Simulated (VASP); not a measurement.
# SnO (Romarchite) (P1) in VASP: single point with PBE

Aim: the single point of SnO (Romarchite) with PBE.

Program: VASP 6.6.1. These are calculated values, not measurements. Logs are shortened: lines on timing, memory, paths and dates and some standing lists are left out, and cuts for length are marked.

## Step 1: The cell of the first run

The typed cell holds 4 atoms: a = 3.799 Å, b = 3.799 Å, c = 4.841 Å, α = 90.00°, β = 90.00°, γ = 90.00°.

## Step 2: Single point, PBE

INCAR

```
SYSTEM = SnO
ALGO     = Normal         ! electronic algorithm
EDIFF    = 1E-6           ! SCF threshold, eV
ENCUT    = 600            ! plane-wave cutoff, eV
GGA      = PE             ! functional
GGA_COMPAT= .False.      
ISIF     = 2              ! what is computed and relaxed
ISMEAR   = 0              ! smearing method
LASPH    = .True.         ! aspherical terms in the spheres
LCHARG   = .False.        ! write CHGCAR
LREAL    = .False.        ! projectors in reciprocal space
LWAVE    = .False.        ! write WAVECAR
NBANDS   = 28             ! bands
NELM     = 120            ! most SCF steps
PREC     = Accurate       ! precision mode
SIGMA    = 0.01           ! smearing width, eV
```

KPOINTS

```
k-points
0
Gamma
  3 3 2
  0 0 0
```

POSCAR

```
SnO
1.0
    3.7986000000      0.0000000000      0.0000000000
    0.0000000000      3.7986000000      0.0000000000
    0.0000000000      0.0000000000      4.8408000000
Sn O
2 2
Direct
    0.4712300000      0.0194400000      0.2410500000
    0.9910500000      0.5051800000      0.7812400000
    0.0267500000      0.0037300000      0.9913000000
    0.5088800000      0.5212800000      0.0149400000
```

Potentials or basis: VASP PAW PBE potentials, release 64 (Sn_d, O).

The run is started by

```sh
> cat potpaw_PBE.64/Sn_d/POTCAR potpaw_PBE.64/O/POTCAR > POTCAR
> mpirun -np 1 vasp_std > vasp.out
```

OUTCAR:

```text
SYSTEM = SnO
   EDIFF = 1E-6
   ENCUT = 600
   GGA = PE
   ISIF = 2
   ISMEAR = 0
   LASPH = .True.
   LREAL = .False.
   NELM = 120
   PREC = Accurate

 ion  position               nearest neighbor table
   1  0.471  0.019  0.241-   3 2.08   4 2.19   4 2.20   3 2.43   2 3.42   2 3.48   2 3.50   2 3.56
                             2 3.68   2 3.74
   2  0.991  0.505  0.781-   4 2.15   3 2.15   3 2.16   4 2.27   1 3.42   1 3.48   1 3.50   1 3.56
                             1 3.68   1 3.74
   3  0.027  0.004  0.991-   1 2.08   2 2.15   2 2.16   1 2.43
   4  0.509  0.521  0.015-   2 2.15   1 2.19   1 2.20   2 2.27

  LATTYP: Found a simple tetragonal cell.
 ALAT       =     3.7986000000
 C/A-ratio  =     1.2743642395

  Lattice vectors:

 A1 = (   3.7986000000,   0.0000000000,   0.0000000000)
 A2 = (   0.0000000000,   3.7986000000,   0.0000000000)
 A3 = (   0.0000000000,   0.0000000000,   4.8408000000)

Analysis of symmetry for initial positions (statically):
=====================================================================
 Subroutine PRICEL returns:
 Original cell was already a primitive cell.

 Routine SETGRP: Setting up the symmetry group for a
 simple tetragonal supercell.

 Subroutine GETGRP returns: Found  1 space group operations
 (whereof  1 operations were pure point group operations)
 out of a pool of 16 trial point group operations.

The static configuration has the point symmetry C_1 .

Analysis of symmetry for dynamics (positions and initial velocities):
=====================================================================
 Subroutine PRICEL returns:
 Original cell was already a primitive cell.

 Routine SETGRP: Setting up the symmetry group for a
 simple tetragonal supercell.

 Subroutine GETGRP returns: Found  1 space group operations
 (whereof  1 operations were pure point group operations)
 out of a pool of 16 trial point group operations.

The dynamic configuration has the point symmetry C_1 .

 Subroutine INISYM returns: Found  1 space group operations
 (whereof  1 operations are pure point group operations),
 and found     1 'primitive' translations

----------------------------------------------------------------------------------------

                                     Primitive cell

  volume of cell :      69.8497
[... 75 lines left out ...]
   LASPH  =      T    aspherical Exc in radial PAW
   ENCUT  =  600.0 eV  44.10 Ry    6.64 a.u.   7.59  7.59  9.67*2*pi/ulx,y,z
   NELM   =    120;   NELMIN=  2; NELMDL= -5     # of ELM steps
   EDIFF  = 0.1E-05   stopping-criterion for ELM
   LREAL  =      F    real-space projection
   EDIFFG = 0.1E-04   stopping-criterion for IOM
   NSW    =      0    number of steps for IOM
   IBRION =     -1    ionic relax: 0-MD 1-quasi-New 2-CG
   NFREE  =      0    steps in history (QN), initial steepest desc. (CG)
   ISIF   =      2    stress and relaxation
   ISYM   =      2    0-nonsym 1-usesym 2-fastsym
   POTIM  = 0.5000    time-step for ionic-motion
   TEBEG  =    0.0;   TEEND  =   0.0 temperature during run
   PSTRESS=    0.0 pullay stress
   NELECT =      40.0000    total number of electrons
   NUPDOWN=      -1.0000    fix difference up-down
   EMIN   =  10.00;   EMAX   =-10.00  energy-range for DOS
   EFERMI =   0.00;   METHOD = LEGACY
   ISMEAR =     0;   SIGMA  =   0.01  broadening in eV -4-tet -1-fermi 0-gaus
   EFERMI_NEDOS =   21; number of points for ismear=-14 and -15
   IALGO  =     38    algorithm
   IMIX   =      4    mixing-type and parameters
     AMIX     =   0.40;   BMIX     =  1.00
     AMIX_MAG =   1.60;   BMIX_MAG =  1.00
  volume/ion in A,a.u.               =      17.46       117.84
  Fermi-wavevector in a.u.,A,eV,Ry     =   1.359482  2.569048 25.146163  1.848191
  Thomas-Fermi vector in A             =   2.486226
   LORBIT       =      0    0 simple, 1 ext, 2 COOP (PROOUT), +10 PAW based schemes
   GGA     = PE    functional components
   LHFCALC =     F    Hartree Fock is set to
   AEXX    =    0.0000 exact exchange contribution
   IVDW    =     0    specifies the selected vdW correction
   LEPSILON=     F    determine dielectric tensor
   LRPA    =     F    only Hartree local field effects (RPA)
 non-spin polarized calculation
 Gauss-broadening in eV      SIGMA  =   0.01
  energy-cutoff  :      600.00
  volume of cell :       69.85
 maximum number of plane-waves:      2354
 NGX is ok and might be reduce to    30
   NGX = 15   NGY = 15   NGZ = 19

 number of electron      39.9999993 magnetization

 Free energy of the ion-electron system (eV)
  ---------------------------------------------------
  ext. energy  EPLUGINS =         0.00000000
  ---------------------------------------------------
  free energy    TOTEN  =       -22.46066193 eV

  energy without entropy =      -22.46066193  energy(sigma->0) =      -22.46066193

 E-fermi :   7.3166     XC(G=0): -10.2424

 val. band max:        7.2024384159   @ k =   0.0000   0.0000   0.0000
 cond. band min:       8.4777281958   @ k =   0.3333   0.3333   0.0000
 fundamental gap:      1.2752897799
 Fermi energy:         7.3165791138

 k-point     1 :       0.0000    0.0000    0.0000
  band No.  band energies     occupation
      1     -14.9309      2.00000
      2     -14.4294      2.00000
      3     -14.3651      2.00000
      4     -14.3498      2.00000
      5     -14.3172      2.00000
      6     -14.2944      2.00000
[... 299 lines left out ...]
     27      17.1356      0.00000
     28      17.4052      0.00000

------------------------ aborting loop because EDIFF is reached ----------------------------------------

  FORCE on cell =-STRESS in cart. coord.  units (eV):
  Direction    XX          YY          ZZ          XY          YZ          ZX
  --------------------------------------------------------------------------------------
  -------------------------------------------------------------------------------------
  Total        3.5112556      4.3774696      3.2350934     -0.0858014     -0.0680887      0.7791996
  in kB       80.5394694    100.4082620     74.2049958     -1.9680717     -1.5617863     17.8729000
  external PRESSURE =      85.0509090 kB  Pullay stress =       0.0000000 kB

 VOLUME and BASIS-vectors are now :
 -----------------------------------------------------------------------------
  energy-cutoff  :      600.00
  volume of cell :       69.85
      direct lattice vectors                 reciprocal lattice vectors
     3.798600000  0.000000000  0.000000000     0.263254883  0.000000000  0.000000000
     0.000000000  3.798600000  0.000000000     0.000000000  0.263254883  0.000000000
     0.000000000  0.000000000  4.840800000     0.000000000  0.000000000  0.206577425

 POSITION                                       TOTAL-FORCE (eV/Angst)
 -----------------------------------------------------------------------------------
      1.79001      0.07384      1.16687         0.818802     -0.079205      1.398017
      3.76460      1.91898      3.78183         0.207106      0.084217     -1.652752
      0.10161      0.01417      4.79869        -0.968314      0.381759      0.332456
      1.93303      1.98013      0.07232        -0.057594     -0.386771     -0.077721
 -----------------------------------------------------------------------------------
    total drift:                               -0.000576     -0.001197      0.000633

  FREE ENERGIE OF THE ION-ELECTRON SYSTEM (eV)
  ---------------------------------------------------
  free  energy   TOTEN  =       -22.4606619325 eV

  energy  without entropy=      -22.4606619325  energy(sigma->0) =      -22.46066193
```

stdout:

```text
POSCAR found type information on POSCAR SnO
 POSCAR found :  2 types and       4 ions
 scaLAPACK will be used
 LDA part: xc-table for (Slater+PW92), standard interpolation
 POSCAR, INCAR and KPOINTS ok, starting setup
 FFT: planning ... GRIDC
 FFT: planning ... GRID_SOFT
 FFT: planning ... GRID
 WAVECAR not read
 entering main loop
```

Wall time 26 s (1 thread of AMD EPYC 7R43 (Zen 3), shared host); peak memory 0.15 GiB.

Results:

| Quantity | Value |
| --- | --- |
| Free energy | -22.4607 eV |
| Pressure | 8.5 GPa |
| Largest force | 1.668 eV/Å |
| Band gap on the k mesh | 1.28 eV, indirect (least direct gap 2.04 eV) |

Forces on the atoms (eV/Å):
```
Sn   0.819 -0.079  1.398
Sn   0.207  0.084 -1.653
O   -0.968  0.382  0.332
O   -0.058 -0.387 -0.078
```

Levels at points of the mesh, in eV from the valence-band top:
```csv
k point,band 18,band 19,band 20,band 21,band 22,band 23
"(0.00, 0.00, 0.00)",-3.57,-3.22,0.00,2.04,3.93,5.02
"(0.00, 0.00, 0.50)",-3.24,-3.05,-2.14,1.55,3.11,3.33
```

Caveat: the k points lie up to 0.65 Å⁻¹ apart; spin-orbit coupling is left out, which moves the levels of the heavy elements; forces of over 1 eV/Å act on the atoms, so gaps and moduli don't describe the material at rest. A hybrid or GW would open this gap; PBE tends to underestimate it.
